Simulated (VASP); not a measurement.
AlO6:

```xyz
7
Lattice="2.8500 0.0000 0.0000 -1.4250 2.4682 0.0000 0.0000 0.0000 12.0000" Properties=species:S:1:pos:R:3 pbc="T T T"
Al    0.0000    0.0000    0.0000
O     0.0000    1.6454    7.3200
O     0.0000    1.6454    8.5200
O     1.4250    0.8227    4.6800
O     1.4250    0.8227    3.4800
O     1.4250    0.8227   11.0400
O     0.0000    1.6454    0.9600
```

* Program: VASP 6.6.1
* Task: relaxation of cell and atoms
* Functional: PBE
* Potentials or basis: VASP PAW PBE potentials, release 64 (Al, O_h)
* Cutoff: 1340 eV
* k mesh: 6 × 6 × 2
* Occupations: gaussian, width 0.2 eV
* Spin: no spin polarisation

At the start: pressure -0.5 GPa; volume 12.06 Å³/atom.

**Question.** How do energy, volume and symmetry change on relaxing?

**Answer.** Over 7 steps the energy falls by 4.4 meV/atom and the volume is 11.91 Å³/atom (-1.3 %); space group P-3m1 (No. 164, to 0.1 Å) before and after.

Step by step:
```tsv
step	energy change (eV)	largest force (eV/Å)	pressure (GPa)	volume (Å³)
1	0.0000	0.8585	-0.51	84.41
2	0.3267	4.2333	-6.63	83.93
3	-0.0146	0.5284	-1.81	84.34
4	-0.0269	0.2150	1.09	82.83
5	-0.0306	0.1433	0.13	83.31
6	-0.0273	0.5423	0.91	83.47
7	-0.0308	0.0433	0.29	83.34
```

Final structure:
```
Al O
1.0
     2.83548    0.00000    0.00000
    -1.41774    2.45560    0.00000
     0.00000    0.00000   11.96969
Al O
1 6
Direct
  0.00000 0.00000 0.00000
  0.33333 0.66667 0.60953
  0.33333 0.66667 0.71072
  0.66667 0.33333 0.39047
  0.66667 0.33333 0.28928
  0.66667 0.33333 0.92206
  0.33333 0.66667 0.07794
```

Caveat: the k points lie up to 0.43 Å⁻¹ apart in the final cell, too coarse for converged energies and pressures of a metal; an odd number of electrons without spin polarisation forces a metal; a magnetic or distorted state may lie lower; the relaxation stopped at a loose force limit of 0.08 eV/Å, so its end isn't a converged minimum.
